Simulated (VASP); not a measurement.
Bi7Sb:

```
Sb Bi
1.0
     9.01496    0.00000    0.00000
     4.50748   -7.80718    0.00000
     4.50748   -2.60239   -7.82820
Sb Bi
2 14
Direct
  0.11700 0.61700 0.14900
  0.61700 0.11700 0.64900
  0.11700 0.11700 0.14900
  0.11700 0.61700 0.64900
  0.11700 0.11700 0.64900
  0.61700 0.61700 0.14900
  0.61700 0.11700 0.14900
  0.61700 0.61700 0.64900
  0.38300 0.88300 0.35100
  0.38300 0.38300 0.35100
  0.38300 0.88300 0.85100
  0.38300 0.38300 0.85100
  0.88300 0.88300 0.35100
  0.88300 0.38300 0.35100
  0.88300 0.88300 0.85100
  0.88300 0.38300 0.85100
```

| Item | Value |
| --- | --- |
| Program | VASP 6.6.1 |
| Task | relaxation of cell and atoms |
| Functional | PBE |
| Potentials or basis | VASP PAW PBE potentials, release 64 (Sb, Bi_d) |
| Cutoff | 600 eV |
| k mesh | 6 × 6 × 4 |
| Occupations | gaussian, width 0.03 eV |
| Spin | no spin polarisation |

At the start: pressure 2.3 GPa; volume 34.43 Å³/atom.

Problem. Where does the relaxation end?

Solution. Over 16 steps the energy falls by 14.6 meV/atom and the volume is 36.30 Å³/atom (+5.4 %); space group R3m (No. 160, to 0.1 Å) before and after.

Step by step:
```csv
step,energy change (eV),largest force (eV/Å),pressure (GPa),volume (Å³)
1,0.0000,0.3247,2.34,550.96
2,-0.1339,0.3472,-1.22,591.96
3,-0.1975,0.2478,-0.05,576.45
4,-0.2115,0.1892,-0.03,576.66
5,-0.2297,0.0594,0.06,577.23
6,-0.2297,0.0637,0.06,577.27
7,-0.2314,0.0494,-0.02,579.06
8,-0.2320,0.0403,-0.08,580.31
9,-0.2330,0.0205,0.01,579.84
10,-0.2331,0.0257,0.04,579.68
11,-0.2334,0.0181,0.02,580.25
12,-0.2335,0.0120,0.00,580.72
13,-0.2335,0.0179,-0.03,581.66
14,-0.2335,0.0114,-0.02,581.06
15,-0.2335,0.0112,-0.01,580.98
16,-0.2336,0.0082,0.00,580.87
```

Final structure:
```
Sb Bi
1.0
     9.11522    0.00000    0.00000
     4.55761   -7.89401    0.00000
     4.55761   -2.63134   -8.07259
Sb Bi
2 14
Direct
  0.11508 0.61508 0.15475
  0.61508 0.11508 0.65475
  0.11721 0.11723 0.14834
  0.11723 0.61723 0.64834
  0.11723 0.11721 0.64834
  0.61723 0.61721 0.14834
  0.61723 0.11723 0.14834
  0.61721 0.61723 0.64834
  0.38304 0.88304 0.35087
  0.37847 0.38587 0.34979
  0.38587 0.88587 0.84979
  0.38587 0.37847 0.84979
  0.88587 0.87847 0.34979
  0.88587 0.38587 0.34979
  0.87847 0.88587 0.84979
  0.88304 0.38304 0.85087
```
